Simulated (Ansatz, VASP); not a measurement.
GaAs: VASP beside Ansatz

File INCAR:

```
SYSTEM = GaAs
PREC = Accurate
ENCUT = 500
EDIFF = 1E-6
ISMEAR = 0
SIGMA = 0.02
LREAL = .FALSE.
LASPH = .TRUE.
NELM = 120
ALGO = Normal
ISIF = 2
LWAVE = .FALSE.
LCHARG = .TRUE.
LELF = .TRUE.
LVHAR = .TRUE.
NBANDS = 16
GGA_COMPAT = .FALSE.
```

KPOINTS

```
regular mesh
0
G
  12 12 12
  0 0 0
```

The input POSCAR:

```
GaAs
1.0
    0.0000000000      2.8014004040      2.8014004040
    2.8014004040      0.0000000000      2.8014004040
    2.8014004040      2.8014004040      0.0000000000
Ga As
1 1
Direct
    0.0000000000      0.0000000000      0.0000000000
    0.2500000000      0.2500000000      0.2500000000
```

Input for Ansatz:

```yaml
crystal:
  lattice:
    - [0.0, 2.801400404, 2.801400404]
    - [2.801400404, 0.0, 2.801400404]
    - [2.801400404, 2.801400404, 0.0]
  atoms:
    - { symbol: Ga, position: [0.0, 0.0, 0.0] }
    - { symbol: As, position: [0.25, 0.25, 0.25] }
basis:
  ecutwfc: 420
kpoints:
  mp_grid: { grid: [12, 12, 12] }
  band_path:
    path:
      - [[0.0, 0.0, 0.0], [-0.5, -0.5, 0.0], [-0.375, -0.375, 0.25]]
      - [[-0.375, 0.0, 0.375], [0.0, 0.0, 0.0], [0.0, 0.0, 0.5], [-0.5, -0.25, 0.25], [-0.5, -0.5, 0.0]]
    npoints: 10
hamiltonian:
  xc: lda
  pseudopotentials: { kind: paw, azcp: { folder: soft_1 } }
scf:
  occupations: { method: gaussian, width: 0.02 }
  n_extra_bands: 7
output:
  forces: true
  stress: true
  eigenvalues: true
  write_density: true
  write_potential: true
  elf: true
  volumetric_format: npy
```

Alike in both runs: task single point; functional LDA; k mesh 12 × 12 × 12; occupations gaussian, width 0.02 eV; no spin polarisation.

|  | VASP | Ansatz |
| --- | --- | --- |
| version | VASP 6.6.1 | Ansatz 0.2.0 |
| potentials or method | VASP PAW LDA potentials, release 64 (Ga_d, As), cutoff 500 eV | scalar-relativistic, plane waves, PAW |
| valence electrons in the cell | 18 | 28 |

Ansatz gave:

- gap on the k mesh at the Fermi level (eV): 0.49
- least direct gap on the mesh (eV): 0.49
- pressure (GPa): 0.0

Question: Which values does VASP return?

Answer: gap on the k mesh at the Fermi level (eV): 0.54; least direct gap on the mesh (eV): 0.54; pressure (GPa): 0.3.

Ansatz warns that its potentials were made for another functional, while VASP's fit it. LDA's correlation is that of Perdew and Zunger in VASP and of Perdew and Wang (1992) in Ansatz. VASP's potentials hold 18 valence electrons a cell and Ansatz's 28, so a difference there can come from the potentials and not from the codes.
